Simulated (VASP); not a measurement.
A run of VASP 6.6.1:

INCAR

```
  PREC = Accurate
  ENCUT = 560
  EDIFF = 1E-6
  ISMEAR = -1
  SIGMA = 0.05
  LREAL = False
  LASPH = True
  NELM = 200
  ALGO = Normal
  ISIF = 2
  LWAVE = False
  LCHARG = False
  MAGMOM = 0 0 0 0 0 0
  LORBIT = 11
  LSORBIT = True
  GGA_COMPAT = False
  LORBMOM = True
  LMAXMIX = 4
  GGA = PE
  NBANDS = 39
```

File KPOINTS:

```
regular mesh
0
Gamma
  11 11 6
```

The input POSCAR:

```
ZnRe
1.0
    2.7482183437      0.0000000000      0.0000000000
   -1.3741091718      2.3800269008      0.0000000000
    0.0000000000      0.0000000000      4.4940660000
Re Zn
1 1
Direct
    0.3333333333      0.6666666667      0.5000000000
    0.0000000000      0.0000000000      0.0000000000
```

Potentials or basis: VASP PAW PBE potentials, release 64 (Re_sv_GW, Zn).

The run is started by

```sh
$ cat potpaw_PBE.64/Re_sv_GW/POTCAR potpaw_PBE.64/Zn/POTCAR > POTCAR
$ mpirun -np 1 vasp_ncl > vasp.out
```

Hardware: 1 thread of Intel(R) Xeon(R) Platinum 8375C CPU @ 2.90GHz (Ice Lake) (shared host).

Problem. How long does it take, and how much memory?

Solution. It took 4.8 min on 1 thread of Intel(R) Xeon(R) Platinum 8375C CPU @ 2.90GHz (Ice Lake), with other jobs on the host, peak memory 0.37 GiB. Counts: scf iterations 13, k points 104.
